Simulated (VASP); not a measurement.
A run of VASP 6.6.1 is set up as follows.

INCAR

```
SYSTEM = Mg7MnS8
PREC = Accurate ; ENCUT = 400
EDIFF = 1E-6 ; ISMEAR = 1
SIGMA = 0.05 ; LREAL = Auto
LASPH = .TRUE. ; NELM = 120
ALGO = Normal ; ISIF = 2
LWAVE = .FALSE. ; LCHARG = .FALSE.
GGA = PS ; NELECT = 74.0
NBANDS = 52 ; GGA_COMPAT = .FALSE.
ISYM = -1
```

The input KPOINTS:

```
explicit points
4
Reciprocal
  0.25000000   0.25000000   0.25000000 2
  0.25000000   0.25000000   0.75000000 2
  0.25000000   0.75000000   0.25000000 2
  0.25000000   0.75000000   0.75000000 2
```

The input POSCAR:

```
Mg7MnS8
1.0
    0.0000000000      5.1819800000      5.1819800000
    5.1819800000      0.0000000000      5.1819800000
    5.1819800000      5.1819800000      0.0000000000
S Mg Mn
8 7 1
Direct
    0.7569500000      0.2592630000      0.2466750000
    0.2662030000      0.7248400000      0.7638660000
    0.2576270000      0.7550540000      0.2653210000
    0.7613850000      0.2468340000      0.7661990000
    0.2242420000      0.2498860000      0.7707400000
    0.7499900000      0.7253560000      0.2652780000
    0.2687160000      0.2463440000      0.2481480000
    0.7585230000      0.7655640000      0.7390850000
    0.0054420000      0.9888740000      0.0108520000
    0.9812300000      0.9692220000      0.5243320000
    0.5073720000      0.4918030000      0.0015470000
    0.0220330000      0.5096760000      0.9965080000
    0.5112690000      0.0048190000      0.4835920000
    0.5018160000      0.9964110000      0.9847210000
    0.9963100000      0.4827150000      0.5107340000
    0.5084480000      0.4795360000      0.4857750000
```

Potentials or basis: VASP PAW PBE potentials, release 64 (S, Mg, Mn_pv).

Command:

```console
$ cat potpaw_PBE.64/S/POTCAR potpaw_PBE.64/Mg/POTCAR potpaw_PBE.64/Mn_pv/POTCAR > POTCAR
$ mpirun -np 1 vasp_std > vasp.out
```

Predict the largest force.

2.556 eV/Å.

Forces in eV/Å, atoms in the order of the input:
```
S    1.094  0.173 -0.125
S   -0.750 -0.611  0.947
S   -0.803  0.977 -0.395
S   -0.675 -1.163 -0.616
S   -0.652  0.235  1.597
S    0.110 -0.242 -0.763
S    0.113 -0.026 -0.445
S   -0.127 -0.039 -2.276
Mg  -0.331 -0.026 -0.245
Mg   0.451  0.332  2.494
Mg   0.224  0.016  0.063
Mg  -0.081  0.069 -0.709
Mg   0.172  0.037 -0.451
Mg   0.629  0.269  0.259
Mg  -0.196 -0.050  0.421
Mn   0.822  0.049  0.245
```

Caveat: the cell carries a net charge on a neutralising background, which shifts energy and pressure; the cell is charged against a uniform background, so pressure and absolute levels hang on convention; the PAW data sets were made with another functional, which shifts forces and pressure a little; the run has no spin polarisation, though such a crystal can be magnetic; semilocal functionals often make such compounds metallic where correlation or magnetic order opens a gap, which also shifts bond lengths. Spin polarisation is off, so any magnetic state and its effect on volume and gap are missing.
